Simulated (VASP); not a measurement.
# Mg in VASP: further runs, part 3 of 3

VASP 6.6.1.

### Step 4. Single point, PBE

The input, INCAR:

```
SYSTEM = Mg
  ALGO = Normal
  EDIFF = 1E-6
  ENCUT = 520
  GGA = PE
  ISIF = 2
  ISMEAR = 0
  LASPH = .TRUE.
  LCHARG = .TRUE.
  LELF = .TRUE.
  LREAL = Auto
  LVHAR = .TRUE.
  LWAVE = .FALSE.
  NBANDS = 31
  NELM = 100
  PREC = Accurate
  SIGMA = 0.15
```

The input, KPOINTS:

```
k-points
0
G
  3 3 1
  0 0 0
```

The input, POSCAR:

```
Mg
1.0
    6.4200000000      0.0000000000      0.0000000000
    3.2100000000      5.5598830000      0.0000000000
    0.0000000000      0.0000000000     19.8195600000
Mg
17
Direct
   -0.1666666367      0.3333332734      0.0504552069
    0.3333333633      0.3333332734      0.0504552069
   -0.1666666817      0.8333333633      0.0504552069
    0.3333333183      0.8333333633      0.0504552069
    0.0002337453     -0.0028139081      0.1853951349
    0.5019027775     -0.0026980784      0.1853656691
    0.0001152289      0.4992953988      0.1853940753
    0.5004997448      0.4981232519      0.1849540050
   -0.1666297350      0.3308454512      0.3127519481
    0.3349703890      0.3305913092      0.3129265231
   -0.1655760820      0.8303717902      0.3138393587
    0.3348677618      0.8297498347      0.3130049305
    0.0025191717     -0.0026579696      0.4473736047
    0.5006601682     -0.0034536698      0.4481599491
    0.0027712031      0.4934139801      0.4468486687
    0.5013122247      0.4961453326      0.4517861143
    0.8480322980      0.8194609491      0.5782403343
```

Potentials or basis: VASP PAW PBE potentials, release 64 (Mg).

Run with:

```bash
$ cat potpaw_PBE.64/Mg/POTCAR > POTCAR
$ mpirun -np 1 vasp_std > vasp.out
```

OUTCAR:

```text
SYSTEM = Mg
   EDIFF = 1E-6
   ENCUT = 520
   GGA = PE
   ISIF = 2
   ISMEAR = 0
   LASPH = .TRUE.
   LREAL = Auto
   NELM = 100
   PREC = Accurate

 ion  position               nearest neighbor table
   1  0.833  0.333  0.050-   4 3.21   3 3.21   2 3.21   2 3.21   3 3.21   4 3.21   8 3.25   7 3.25
                             5 3.26
   2  0.333  0.333  0.050-   3 3.21   4 3.21   1 3.21   1 3.21   4 3.21   3 3.21   8 3.24   7 3.25
                             6 3.26
   3  0.833  0.833  0.050-   2 3.21   1 3.21   4 3.21   4 3.21   1 3.21   2 3.21   5 3.25   6 3.25
                             7 3.26
   4  0.333  0.833  0.050-   1 3.21   2 3.21   3 3.21   3 3.21   2 3.21   1 3.21   6 3.25   8 3.25
                             5 3.25
   5  0.000  0.997  0.185-   9 3.13  12 3.14  11 3.15   7 3.20   6 3.20   8 3.21   8 3.21   6 3.22
                             7 3.22   3 3.25   4 3.25   1 3.26
   6  0.502  0.997  0.185-  10 3.13  12 3.14  11 3.15   7 3.20   5 3.20   8 3.21   8 3.21   5 3.22
                             7 3.22   3 3.25   4 3.25   2 3.26
   7  0.000  0.499  0.185-   9 3.14  10 3.14  11 3.14   5 3.20   6 3.20   8 3.21   8 3.21   6 3.22
                             5 3.22   1 3.25   2 3.25   3 3.26
   8  0.500  0.498  0.185-  12 3.14   9 3.14  10 3.14   5 3.21   7 3.21   6 3.21   6 3.21   7 3.21
                             5 3.21   2 3.24   1 3.25   4 3.25
   9  0.833  0.331  0.313-   5 3.13   8 3.14   7 3.14  10 3.20  12 3.20  11 3.21  11 3.21  12 3.22
                            10 3.22  15 3.24  13 3.25  16 3.32
  10  0.335  0.331  0.313-   6 3.13   7 3.14   8 3.14   9 3.20  12 3.20  11 3.21  11 3.21  12 3.22
                             9 3.22  15 3.23  14 3.26  16 3.31
  11  0.834  0.830  0.314-   7 3.14   5 3.15   6 3.15  10 3.21  12 3.21   9 3.21   9 3.21  12 3.21
                            10 3.21  15 3.23  13 3.24  14 3.25
  12  0.335  0.830  0.313-   8 3.14   5 3.14   6 3.14   9 3.20  10 3.20  11 3.21  11 3.21  10 3.22
                             9 3.22  13 3.24  14 3.25  16 3.32
  13  0.003  0.997  0.447-  17 3.19  15 3.19  14 3.20  16 3.21  16 3.21  14 3.22  15 3.23  11 3.24
                            12 3.24   9 3.25
  14  0.501  0.997  0.448-  15 3.19  13 3.20  16 3.21  16 3.21  17 3.22  13 3.22  15 3.23  11 3.25
                            12 3.25  10 3.26
  15  0.003  0.493  0.447-  17 3.17  13 3.19  14 3.19  16 3.21  16 3.21  14 3.23  10 3.23  11 3.23
                            13 3.23   9 3.24
  16  0.501  0.496  0.452-  14 3.21  15 3.21  13 3.21  13 3.21  14 3.21  15 3.21  10 3.31   9 3.32
                            12 3.32
  17  0.848  0.819  0.578-  15 3.17  13 3.19  14 3.22

  LATTYP: Found a hexagonal cell.
 ALAT       =     6.4199999201
 C/A-ratio  =     3.0871589169

  Lattice vectors:

 A1 = (  -3.2100000000,  -5.5598830000,   0.0000000000)
 A2 = (   6.4200000000,   0.0000000000,   0.0000000000)
 A3 = (   0.0000000000,   0.0000000000,  19.8195600000)

Analysis of symmetry for initial positions (statically):
=====================================================================
 Subroutine PRICEL returns:
 Original cell was already a primitive cell.

 Routine SETGRP: Setting up the symmetry group for a
 hexagonal supercell.

 Subroutine GETGRP returns: Found  1 space group operations
 (whereof  1 operations were pure point group operations)
 out of a pool of 24 trial point group operations.

The static configuration has the point symmetry C_1 .

Analysis of symmetry for dynamics (positions and initial velocities):
=====================================================================
 Subroutine PRICEL returns:
 Original cell was already a primitive cell.

 Routine SETGRP: Setting up the symmetry group for a
 hexagonal supercell.

 Subroutine GETGRP returns: Found  1 space group operations
 (whereof  1 operations were pure point group operations)
 out of a pool of 24 trial point group operations.
[... 98 lines left out ...]
   ions per type =              17
   NGX,Y,Z   is equivalent  to a cutoff of  12.43, 12.43, 12.58 a.u.
   NGXF,Y,Z  is equivalent  to a cutoff of  24.86, 24.86, 25.16 a.u.
 SYSTEM =  Mg
   PREC   = accura    normal or accurate (medium, high low for compatibility)
   ISTART =      0    job   : 0-new  1-cont  2-samecut
   ICHARG =      2    charge: 1-file 2-atom 10-const
   ISPIN  =      1    spin polarized calculation?
   LNONCOLLINEAR =      F non collinear calculations
   LSORBIT =      F    spin-orbit coupling
   LASPH  =      T    aspherical Exc in radial PAW
   ENCUT  =  520.0 eV  38.22 Ry    6.18 a.u.  11.94 11.94 36.85*2*pi/ulx,y,z
   NELM   =    100;   NELMIN=  2; NELMDL= -5     # of ELM steps
   EDIFF  = 0.1E-05   stopping-criterion for ELM
   LREAL  =      T    real-space projection
   EDIFFG = 0.1E-04   stopping-criterion for IOM
   NSW    =      0    number of steps for IOM
   IBRION =     -1    ionic relax: 0-MD 1-quasi-New 2-CG
   NFREE  =      0    steps in history (QN), initial steepest desc. (CG)
   ISIF   =      2    stress and relaxation
   ISYM   =      2    0-nonsym 1-usesym 2-fastsym
   POTIM  = 0.5000    time-step for ionic-motion
   TEBEG  =    0.0;   TEEND  =   0.0 temperature during run
   PSTRESS=    0.0 pullay stress
   NELECT =      34.0000    total number of electrons
   NUPDOWN=      -1.0000    fix difference up-down
   EMIN   =  10.00;   EMAX   =-10.00  energy-range for DOS
   EFERMI =   0.00;   METHOD = LEGACY
   ISMEAR =     0;   SIGMA  =   0.15  broadening in eV -4-tet -1-fermi 0-gaus
   EFERMI_NEDOS =   21; number of points for ismear=-14 and -15
   IALGO  =     38    algorithm
   IMIX   =      4    mixing-type and parameters
     AMIX     =   0.40;   BMIX     =  1.00
     AMIX_MAG =   1.60;   BMIX_MAG =  1.00
  volume/ion in A,a.u.               =      41.61       280.83
  Fermi-wavevector in a.u.,A,eV,Ry     =   0.595209  1.124782  4.820189  0.354274
  Thomas-Fermi vector in A             =   1.645086
   LORBIT       =      0    0 simple, 1 ext, 2 COOP (PROOUT), +10 PAW based schemes
   GGA     = PE    functional components
   LHFCALC =     F    Hartree Fock is set to
   AEXX    =    0.0000 exact exchange contribution
   IVDW    =     0    specifies the selected vdW correction
   LEPSILON=     F    determine dielectric tensor
   LRPA    =     F    only Hartree local field effects (RPA)
 non-spin polarized calculation
 Gauss-broadening in eV      SIGMA  =   0.15
  energy-cutoff  :      520.00
  volume of cell :      707.45
 maximum number of plane-waves:     19087
   NGX = 23   NGY = 23   NGZ = 73

 number of electron      34.0000000 magnetization

 Free energy of the ion-electron system (eV)
  ---------------------------------------------------
  ext. energy  EPLUGINS =         0.00000000
  ---------------------------------------------------
  free energy    TOTEN  =       -21.88151949 eV

  energy without entropy =      -21.69271118  energy(sigma->0) =      -21.78711534

 E-fermi :   0.0129     XC(G=0):  -5.7149

 val. band max:        0.0041190605   @ k =   0.0000   0.3333   0.0000
 cond. band min:       0.0434904838   @ k =   0.0000   0.3333   0.0000
 fundamental gap:      0.0393714233
 Fermi energy:         0.0129474379

 k-point     1 :       0.0000    0.0000    0.0000
  band No.  band energies     occupation
      1      -6.6328      2.00000
      2      -5.8752      2.00000
      3      -4.7497      2.00000
      4      -3.2207      2.00000
      5      -1.9863      2.00000
      6      -1.8988      2.00000
[... 149 lines left out ...]
     28       2.4185      0.00000
     29       2.8898      0.00000
 [bands above 29 left out]

------------------------ aborting loop because EDIFF is reached ----------------------------------------

  FORCE on cell =-STRESS in cart. coord.  units (eV):
  Direction    XX          YY          ZZ          XY          YZ          ZX
  --------------------------------------------------------------------------------------
  -------------------------------------------------------------------------------------
  Total       -4.7893945     -4.8069626     -0.1190477      0.0164471      0.1104610     -0.0136317
  in kB      -10.8466720    -10.8864589     -0.2696105      0.0372483      0.2501640     -0.0308720
  external PRESSURE =      -7.3342471 kB  Pullay stress =       0.0000000 kB

 VOLUME and BASIS-vectors are now :
 -----------------------------------------------------------------------------
  energy-cutoff  :      520.00
  volume of cell :      707.45
      direct lattice vectors                 reciprocal lattice vectors
     6.420000000  0.000000000  0.000000000     0.155763240 -0.089929950  0.000000000
     3.210000000  5.559883000  0.000000000     0.000000000  0.179859900  0.000000000
     0.000000000  0.000000000 19.819560000     0.000000000  0.000000000  0.050455207

 POSITION                                       TOTAL-FORCE (eV/Angst)
 -----------------------------------------------------------------------------------
      6.42000      1.85329      1.00000        -0.007264      0.001268     -0.003359
      3.21000      1.85329      1.00000         0.006044      0.002478     -0.003282
      8.02500      4.63324      1.00000         0.000819     -0.005871      0.039458
      4.81500      4.63324      1.00000        -0.001644     -0.013410     -0.003307
      3.20247      5.54424      3.67445        -0.001174      0.001910     -0.001675
      6.42355      5.54488      3.67387         0.002117      0.000793     -0.000798
[... 9 lines left out ...]
      4.81105      2.75851      8.95420         0.000931      0.002931     -0.008432
      8.07484      4.55611     11.46047        -0.005518      0.005393      0.025494
 -----------------------------------------------------------------------------------
    total drift:                                0.000408      0.000640      0.008068

  FREE ENERGIE OF THE ION-ELECTRON SYSTEM (eV)
  ---------------------------------------------------
  free  energy   TOTEN  =       -21.8815194928 eV

  energy  without entropy=      -21.6927111821  energy(sigma->0) =      -21.78711534
```

Wall time 1.8 min (1 thread of Intel Xeon 6975P-C (Granite Rapids), shared host); peak memory 0.65 GiB.

What came out:

| Quantity | Value |
| --- | --- |
| Free energy | -21.8815 eV |
| Largest force | 0.040 eV/Å |
| Band gap on the k mesh | zero (band 17 reaches 0.14 eV, above the bottom of band 18 at -0.36 eV) |

Forces in eV/Å, atoms in the order of the input:
```
Mg  -0.007  0.001 -0.003
Mg   0.006  0.002 -0.003
Mg   0.001 -0.006  0.039
Mg  -0.002 -0.013 -0.003
Mg  -0.001  0.002 -0.002
Mg   0.002  0.001 -0.001
Mg   0.000  0.001 -0.001
Mg   0.001 -0.001  0.000
Mg   0.000  0.000 -0.002
Mg   0.001 -0.001 -0.001
Mg   0.000  0.003  0.001
Mg   0.001  0.001  0.000
Mg   0.004  0.002 -0.016
Mg  -0.002  0.002 -0.014
Mg   0.001 -0.003 -0.012
Mg   0.001  0.003 -0.008
Mg  -0.006  0.005  0.025
```

Levels at points of the mesh, in eV from the Fermi level:
| k point | band 15 | band 16 | band 17 | band 18 | band 19 | band 20 |
| --- | --- | --- | --- | --- | --- | --- |
| (0.00, 0.00, 0.00) | -1.16 | -1.14 | -1.14 | -0.38 | -0.10 | -0.10 |

Caveat: the k points lie up to 0.38 Å⁻¹ apart.

### Step 5. Single point, PBE

The input, INCAR:

```
SYSTEM = Mg
PREC     = Accurate       ! precision mode
ENCUT    = 520            ! plane-wave cutoff, eV
EDIFF    = 1E-6           ! SCF threshold, eV
ISMEAR   = 0              ! smearing method
SIGMA    = 0.15           ! smearing width, eV
LREAL    = Auto         
LASPH    = .TRUE.         ! aspherical terms in the spheres
NELM     = 60             ! most SCF steps
ALGO     = Normal         ! electronic algorithm
ISIF     = 2              ! what is computed and relaxed
LWAVE    = .FALSE.        ! write WAVECAR
LCHARG   = .FALSE.        ! write CHGCAR
GGA      = PE             ! functional
NBANDS   = 31             ! bands
```

The input, KPOINTS:

```
regular mesh
0
G
  3 3 1
  0 0 0
```

The input, POSCAR:

```
Mg
1.0
    6.4200000000      0.0000000000      0.0000000000
    3.2100000000      5.5598830000      0.0000000000
    0.0000000000      0.0000000000     19.8195600000
Mg
17
Direct
   -0.1666666367      0.3333332734      0.0504552069
    0.3333333633      0.3333332734      0.0504552069
   -0.1666666817      0.8333333633      0.0504552069
    0.3333333183      0.8333333633      0.0504552069
    0.0014030282     -0.0005904801      0.1858182018
    0.5007445998      0.0007189000      0.1850385175
    0.0014642726      0.5014431059      0.1858287470
    0.4994377400      0.5013752987      0.1858180000
   -0.1655872714      0.3344237640      0.3126583032
    0.3347021150      0.3340939009      0.3144821580
   -0.1658837915      0.8346607294      0.3144786766
    0.3345740769      0.8345409427      0.3145152062
    0.0003385380      0.0038578150      0.4485763559
    0.5014368693      0.0013888781      0.4512316116
    0.0003031928      0.5002842686      0.4487292856
    0.5037850905      0.5004080122      0.4486442686
    1.1724309682      0.6738692163      0.5848771113
```

Potentials or basis: VASP PAW PBE potentials, release 64 (Mg).

Run with:

```bash
$ cat potpaw_PBE.64/Mg/POTCAR > POTCAR
$ mpirun -np 1 vasp_std > vasp.out
```

OUTCAR:

```text
SYSTEM = Mg
   PREC = Accurate
   ENCUT = 520
   EDIFF = 1E-6
   ISMEAR = 0
   LREAL = Auto
   LASPH = .TRUE.
   NELM = 60
   ISIF = 2
   GGA = PE

 ion  position               nearest neighbor table
   1  0.833  0.333  0.050-   4 3.21   3 3.21   2 3.21   2 3.21   3 3.21   4 3.21   8 3.26   5 3.26
                             7 3.27
   2  0.333  0.333  0.050-   3 3.21   4 3.21   1 3.21   1 3.21   4 3.21   3 3.21   6 3.25   7 3.26
                             8 3.26
   3  0.833  0.833  0.050-   2 3.21   1 3.21   4 3.21   4 3.21   1 3.21   2 3.21   6 3.25   7 3.26
                             5 3.26
   4  0.333  0.833  0.050-   1 3.21   2 3.21   3 3.21   3 3.21   2 3.21   1 3.21   6 3.25   5 3.26
                             8 3.26
   5  0.001  0.999  0.186-   9 3.13  11 3.15  12 3.15   7 3.20   8 3.20   6 3.21   6 3.21   8 3.22
                             7 3.22   4 3.26   1 3.26   3 3.26
   6  0.501  0.001  0.185-  12 3.16  11 3.16  10 3.17   5 3.21   8 3.21   7 3.21   7 3.21   8 3.21
                             5 3.21   3 3.25   2 3.25   4 3.25
   7  0.001  0.501  0.186-   9 3.13  11 3.15  10 3.15   5 3.20   8 3.20   6 3.21   6 3.21   8 3.22
                             5 3.22   2 3.26   3 3.26   1 3.27
   8  0.499  0.501  0.186-   9 3.13  10 3.15  12 3.15   7 3.20   5 3.20   6 3.21   6 3.21   5 3.22
                             7 3.22   4 3.26   1 3.26   2 3.26
   9  0.834  0.334  0.313-   7 3.13   8 3.13   5 3.13  10 3.21  11 3.21  12 3.21  12 3.21  11 3.21
                            10 3.21  13 3.26  16 3.26  15 3.27
  10  0.335  0.334  0.314-   8 3.15   7 3.15   6 3.17  11 3.21  12 3.21   9 3.21   9 3.21  12 3.21
                            11 3.21  15 3.25  16 3.25  14 3.28
  11  0.834  0.835  0.314-   5 3.15   7 3.15   6 3.16  10 3.21  12 3.21   9 3.21   9 3.21  12 3.21
                            10 3.21  15 3.25  13 3.25  14 3.28
  12  0.335  0.835  0.315-   8 3.15   5 3.15   6 3.16  11 3.21  10 3.21   9 3.21   9 3.21  10 3.21
                            11 3.21  13 3.24  16 3.24  14 3.28
  13  0.000  0.004  0.449-  15 3.19  16 3.19  14 3.21  14 3.21  16 3.23  15 3.23  12 3.24  11 3.25
                             9 3.26  17 3.27
  14  0.501  0.001  0.451-  16 3.21  13 3.21  15 3.21  15 3.21  13 3.21  16 3.21  11 3.28  10 3.28
                            12 3.28
  15  0.000  0.500  0.449-  13 3.19  16 3.19  14 3.21  14 3.21  16 3.23  13 3.23  11 3.25  10 3.25
                             9 3.27  17 3.31
  16  0.504  0.500  0.449-  15 3.19  13 3.19  14 3.21  14 3.21  13 3.23  15 3.23  12 3.24  10 3.25
                             9 3.26  17 3.27
  17  0.172  0.674  0.585-  13 3.27  16 3.27  15 3.31

  LATTYP: Found a hexagonal cell.
 ALAT       =     6.4199999201
[... 182 lines left out ...]
 number of electron      34.0000000 magnetization

 Free energy of the ion-electron system (eV)
  ---------------------------------------------------
  ext. energy  EPLUGINS =         0.00000000
  ---------------------------------------------------
  free energy    TOTEN  =       -21.88113774 eV

  energy without entropy =      -21.68926663  energy(sigma->0) =      -21.78520219

 E-fermi :   0.0078     XC(G=0):  -5.7332

 val. band max:       -0.0057826481   @ k =   0.3333   0.3333   0.0000
 cond. band min:       0.0258983765   @ k =   0.0000   0.0000   0.0000
 fundamental gap:      0.0316810246
 Fermi energy:         0.0078311550

 k-point     1 :       0.0000    0.0000    0.0000
  band No.  band energies     occupation
      1      -6.6310      2.00000
      2      -5.8734      2.00000
      3      -4.7397      2.00000
      4      -3.2018      2.00000
      5      -1.9787      2.00000
      6      -1.8903      2.00000
[... 149 lines left out ...]
     28       2.3514      0.00000
     29       2.9245      0.00000
 [bands above 29 left out]

------------------------ aborting loop because EDIFF is reached ----------------------------------------

  FORCE on cell =-STRESS in cart. coord.  units (eV):
  Direction    XX          YY          ZZ          XY          YZ          ZX
  --------------------------------------------------------------------------------------
  -------------------------------------------------------------------------------------
  Total       -5.1013035     -5.0702417     -0.3278108     -0.0247595     -0.0401418     -0.0663234
  in kB      -11.5530606    -11.4827141     -0.7424021     -0.0560734     -0.0909103     -0.1502043
  external PRESSURE =      -7.9260589 kB  Pullay stress =       0.0000000 kB

 VOLUME and BASIS-vectors are now :
 -----------------------------------------------------------------------------
  energy-cutoff  :      520.00
  volume of cell :      707.45
      direct lattice vectors                 reciprocal lattice vectors
     6.420000000  0.000000000  0.000000000     0.155763240 -0.089929950  0.000000000
     3.210000000  5.559883000  0.000000000     0.000000000  0.179859900  0.000000000
     0.000000000  0.000000000 19.819560000     0.000000000  0.000000000  0.050455207

 POSITION                                       TOTAL-FORCE (eV/Angst)
 -----------------------------------------------------------------------------------
      6.42000      1.85329      1.00000         0.002103      0.001210     -0.012319
      3.21000      1.85329      1.00000         0.002841      0.030558      0.016854
      8.02500      4.63324      1.00000         0.027915     -0.012902      0.016956
      4.81500      4.63324      1.00000        -0.023552     -0.013674      0.018661
      3.21711      5.55660      3.68283         0.000576      0.001432      0.001561
      3.21709      0.00400      3.66738        -0.001186     -0.000738     -0.004721
[... 9 lines left out ...]
      4.84061      2.78221      8.89193        -0.004297     -0.001785     -0.006133
      3.27013      3.74663     11.59201        -0.005769     -0.003733     -0.024844
 -----------------------------------------------------------------------------------
    total drift:                               -0.002873     -0.001419      0.004927

  FREE ENERGIE OF THE ION-ELECTRON SYSTEM (eV)
  ---------------------------------------------------
  free  energy   TOTEN  =       -21.8811377400 eV

  energy  without entropy=      -21.6892666325  energy(sigma->0) =      -21.78520219
```

Wall time 1.8 min (1 thread of Intel Xeon 6975P-C (Granite Rapids), shared host); peak memory 0.64 GiB.

Results:

| Property | Result |
| --- | --- |
| Free energy | -21.8811 eV |
| Largest force | 0.035 eV/Å |
| Band gap on the k mesh | zero (band 17 reaches 0.13 eV, above the bottom of band 18 at -0.45 eV) |

Forces on the atoms (eV/Å):
```
Mg   0.002  0.001 -0.012
Mg   0.003  0.031  0.017
Mg   0.028 -0.013  0.017
Mg  -0.024 -0.014  0.019
Mg   0.001  0.001  0.002
Mg  -0.001 -0.001 -0.005
Mg  -0.003 -0.002 -0.001
Mg   0.001  0.000  0.001
Mg   0.002  0.001 -0.002
Mg  -0.003  0.001  0.001
Mg   0.000 -0.003  0.001
Mg  -0.001  0.000  0.000
Mg  -0.003 -0.003 -0.006
Mg  -0.001 -0.001 -0.006
Mg   0.010  0.006  0.005
Mg  -0.004 -0.002 -0.006
Mg  -0.006 -0.004 -0.025
```

Caveat: the k points lie up to 0.38 Å⁻¹ apart.
